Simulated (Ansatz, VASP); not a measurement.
# Re in VASP and in Ansatz

```
Re
1.0
     2.76080    0.00000    0.00000
    -1.38040    2.39092    0.00000
     0.00000    0.00000    4.45820
Re
2
Direct
  0.33333 0.66667 0.25000
  0.66667 0.33333 0.75000
```

Alike in both runs: task relaxation of cell and atoms; functional PBE; k mesh 8 × 8 × 4; occupations gaussian, width 0.05 eV; no spin polarisation.

|  | VASP | Ansatz |
| --- | --- | --- |
| version | VASP 6.6.1 | Ansatz 0.2.0 |
| potentials or method | VASP PAW PBE potentials, release 64 (Re), cutoff 600 eV | scalar-relativistic, plane waves, PAW |
| valence electrons in the cell | 14 | 30 |

Ansatz gave:

- gap on the k mesh at the Fermi level, each at its own relaxed structure (eV): none
- relaxed volume (Å³/atom): 14.98
- relaxed cell length with the largest relative difference (Å): 4.508

Estimate VASP's values.

gap on the k mesh at the Fermi level, each at its own relaxed structure (eV): none; relaxed volume (Å³/atom): 14.96; relaxed cell length with the largest relative difference (Å): 4.504.

A gap of «none» marks a metal or a gap that the smearing closes. VASP's potentials hold 14 valence electrons a cell and Ansatz's 30, so a difference there can come from the potentials and not from the codes.

Neither program's run includes spin-orbit coupling.
